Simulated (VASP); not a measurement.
A run of VASP 6.6.1 is set up as follows.

Contents of INCAR:

```
SYSTEM = MgSi2N2
  PREC = Accurate
  ENCUT = 600
  EDIFF = 1E-6
  ISMEAR = 0
  SIGMA = 0.1
  LREAL = .FALSE.
  LASPH = .TRUE.
  NELM = 100
  ALGO = Normal
  ISIF = 3
  LWAVE = .FALSE.
  LCHARG = .FALSE.
  GGA = PE
  IBRION = 2
  NSW = 90
  EDIFFG = -0.04
```

Contents of KPOINTS:

```
Automatic mesh
0
G
  6 6 6
  0 0 0
```

Contents of POSCAR:

```
MgSi2N2
1.0
   -1.8303133800      1.8303133800      4.7624151200
    1.8303133800     -1.8303133800      4.7624151200
    1.8303133800      1.8303133800     -4.7624151200
Mg Si N
1 2 2
Direct
    0.0000000000      0.0000000000      0.0000000000
    0.7500000000      0.2500000000      0.5000000000
    0.2500000000      0.7500000000      0.5000000000
    0.3625393500      0.3625393500      0.0000000000
    0.6374606500      0.6374606500      0.0000000000
```

Potentials or basis: VASP PAW PBE potentials, release 64 (Mg, Si, N).

Launch:

```bash
$ cat potpaw_PBE.64/Mg/POTCAR potpaw_PBE.64/Si/POTCAR potpaw_PBE.64/N/POTCAR > POTCAR
$ mpirun -np 1 vasp_std > vasp.out
```

Task: Predict the band gap on the k mesh.

Result: Zero (band 10 reaches 7.04 eV, above the bottom of band 11 at 6.15 eV).

Task: Estimate the relaxed cell.

Result: a = 5.237 Å, b = 5.237 Å, c = 5.237 Å, α = 136.92°, β = 136.92°, γ = 62.57°.

Task: Predict the space group after relaxing (to 0.05 Å).

Result: I4/mmm (No. 139).

Forces on the atoms (eV/Å):
```
Mg   0.000  0.000  0.000
Si   0.000  0.000  0.000
Si   0.000  0.000  0.000
N    0.000  0.000  0.020
N    0.000  0.000 -0.020
```

Caveat: the k points lie up to 0.39 Å⁻¹ apart in the final cell.
